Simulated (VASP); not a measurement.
**Se: relaxation of cell and atoms with PBE**

Crystal: Se.

```xyz
2
Lattice="3.5904 0.0000 0.0000 0.0000 3.5904 0.0000 0.0000 0.0000 4.7672" Properties=species:S:1:pos:R:3 pbc="T T T"
Se    0.0000    1.7952    4.3889
Se    1.7952    0.0000    0.3783
```

The cell was generated, and may not be a known phase.

* Program: VASP 6.6.1
* Task: relaxation of cell and atoms
* Functional: PBE
* Potentials or basis: VASP PAW PBE potentials, release 64 (Se)
* Cutoff: 600 eV
* k mesh: 10 × 10 × 8
* Occupations: gaussian, width 0.02 eV
* Spin: no spin polarisation
* Dipole correction: no
* Further INCAR settings: ALGO = Normal; EDIFF = 1e-06; IBRION = 2; EDIFFG = -0.01; NSW = 100; ISIF = 3

* Relaxed volume: 30.89 Å³/atom
* Relaxed cell: a = 3.604 Å, b = 3.604 Å, c = 4.757 Å, α = 90.00°, β = 90.00°, γ = 90.00°
* Space group after relaxing (to 0.1 Å): P4/nmm (No. 129)
* Energy gained by relaxing: 0.6 meV/atom
* Ionic steps: 5
* Pressure after relaxing: 0.0 GPa
* Largest force after relaxing: 0.007 eV/Å
* Band gap on the k mesh: zero (bands 6 and 7 overlap by 0.34 eV)

Forces in eV/Å, atoms in the order of the input:
```
Se   0.000  0.000  0.007
Se   0.000  0.000 -0.007
```

Step by step:
| step | energy change (eV) | largest force (eV/Å) | pressure (GPa) | volume (Å³) |
| --- | --- | --- | --- | --- |
| 1 | 0.0000 | 0.0442 | 0.34 | 61.45 |
| 2 | -0.0006 | 0.0661 | -0.27 | 62.03 |
| 3 | -0.0008 | 0.0589 | -0.07 | 61.84 |
| 4 | -0.0011 | 0.0270 | -0.03 | 61.81 |
| 5 | -0.0011 | 0.0072 | 0.02 | 61.78 |

Final structure:
```
CELL_PARAMETERS angstrom
3.60396 0.00000 0.00000
0.00000 3.60396 0.00000
0.00000 0.00000 4.75664
ATOMIC_POSITIONS crystal
Se 0.00000 0.50000 0.92211
Se 0.50000 0.00000 0.07789
```

Levels at points of the mesh, in eV from the Fermi level:
| k point | band 2 | band 3 | band 4 | band 5 | band 6 | band 7 | band 8 | band 9 | band 10 |
| --- | --- | --- | --- | --- | --- | --- | --- | --- | --- |
| (0.00, 0.00, 0.00) | -9.86 | -3.92 | -3.92 | -2.86 | -0.60 | 3.23 | 3.23 | 4.28 | 5.01 |
| (0.50, 0.00, 0.00) | -13.41 | -3.09 | -3.09 | -1.32 | -1.32 | 0.51 | 0.51 | 5.53 | 5.53 |
| (0.50, 0.50, 0.00) | -12.55 | -6.66 | -6.66 | -1.23 | -1.23 | 2.77 | 2.77 | 7.90 | 7.90 |
| (0.00, 0.00, 0.50) | -9.95 | -3.88 | -3.88 | -3.58 | 0.06 | 3.10 | 3.10 | 4.44 | 7.61 |
| (0.50, 0.00, 0.50) | -13.37 | -3.53 | -3.53 | -1.29 | -1.29 | 0.55 | 0.55 | 7.43 | 7.43 |
| (0.50, 0.50, 0.50) | -12.53 | -6.60 | -6.60 | -1.66 | -1.66 | 2.08 | 2.08 | 9.13 | 9.13 |

Wall time 87 s on 1 thread of Intel(R) Xeon(R) 6975P-C (Granite Rapids), on a shared host, peak memory 0.23 GiB.

Caveat: this functional lacks dispersion, which binds layers or chains, so the pressure and a relaxed spacing across them are unreliable.
